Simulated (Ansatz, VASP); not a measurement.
C in VASP and in Ansatz

The input POSCAR:

```
C
1.0
    3.7546000832      0.0000000000      0.0000000000
    0.0000000000      3.7546000832      0.0000000000
    0.0000000000      0.0000000000      3.7546000832
C
8
Direct
    0.0000000000      0.0000000000      0.0000000000
    0.5000000000      0.5000000000      0.5000000000
    0.2500000000      0.0000000000      0.5000000000
    0.7500000000      0.0000000000      0.5000000000
    0.5000000000      0.2500000000      0.0000000000
    0.5000000000      0.7500000000      0.0000000000
    0.0000000000      0.5000000000      0.2500000000
    0.0000000000      0.5000000000      0.7500000000
```

File INCAR.step1:

```
SYSTEM = C
PREC = Accurate
ENCUT = 600
ISMEAR = -1
SIGMA = 0.1
LREAL = .FALSE.
LASPH = .TRUE.
NELM = 60
GGA = PE
ALGO = Normal
EDIFF = 1E-4
LWAVE = .TRUE.
LCHARG = .FALSE.
```

Contents of INCAR.step2:

```
SYSTEM = C
PREC = Accurate
ENCUT = 600
EDIFF = 1E-6
ISMEAR = -1
SIGMA = 0.1
LREAL = .FALSE.
LASPH = .TRUE.
NELM = 60
ALGO = Normal
ISIF = 3
LWAVE = .FALSE.
LCHARG = .FALSE.
METAGGA = R2SCAN
LMIXTAU = .TRUE.
IBRION = 2
NSW = 80
EDIFFG = -0.01
ISTART = 1
```

Contents of KPOINTS:

```
regular mesh
0
G
  7 7 7
  0 0 0
```

Input for Ansatz:

```yaml
crystal:
  lattice:
    - [3.7546000832, 0.0, 0.0]
    - [0.0, 3.7546000832, 0.0]
    - [0.0, 0.0, 3.7546000832]
  atoms:
    - { symbol: C, position: [0.0, 0.0, 0.0] }
    - { symbol: C, position: [0.5, 0.5, 0.5] }
    - { symbol: C, position: [0.25, 0.0, 0.5] }
    - { symbol: C, position: [0.75, 0.0, 0.5] }
    - { symbol: C, position: [0.5, 0.25, 0.0] }
    - { symbol: C, position: [0.5, 0.75, 0.0] }
    - { symbol: C, position: [0.0, 0.5, 0.25] }
    - { symbol: C, position: [0.0, 0.5, 0.75] }
hamiltonian:
  xc: r2scan
  pseudopotentials:
    kind: paw
    azcp:
      C: "pseudopotentials/C.paw.azcp"
basis:
  ecutwfc: 500
  fft_grid_basis: typed
kpoints:
  mp_grid: { grid: [7, 7, 7], shift: [0, 0, 0] }
magnetization:
  spin_polarized: false
scf:
  occupations: { method: fermi_dirac, width: 0.1 }
relax:
  max_steps: 60
  f_tol: 0.01
  cell: {}
```

Alike in both runs: task relaxation of cell and atoms; functional r2SCAN; k mesh 7 × 7 × 7; occupations fermi-dirac, width 0.1 eV; no spin polarisation.

```csv
,VASP,Ansatz
version,VASP 6.6.1,Ansatz 0.2.0
potentials or method,"VASP PAW PBE potentials, release 64 (C), cutoff 600 eV","plane waves (500 eV) with PAW, scalar-relativistic"
valence electrons in the cell,32,32
```

|  | VASP | Ansatz | Ansatz less VASP |
| --- | --- | --- | --- |
| relaxed volume (Å³/atom) | 7.39 | 7.39 | -0.001 |
| relaxed cell length with the largest relative difference (Å) | 3.896 | 3.896 | -0.0003 |

VASP's potentials were made for PBE, not for r2SCAN.
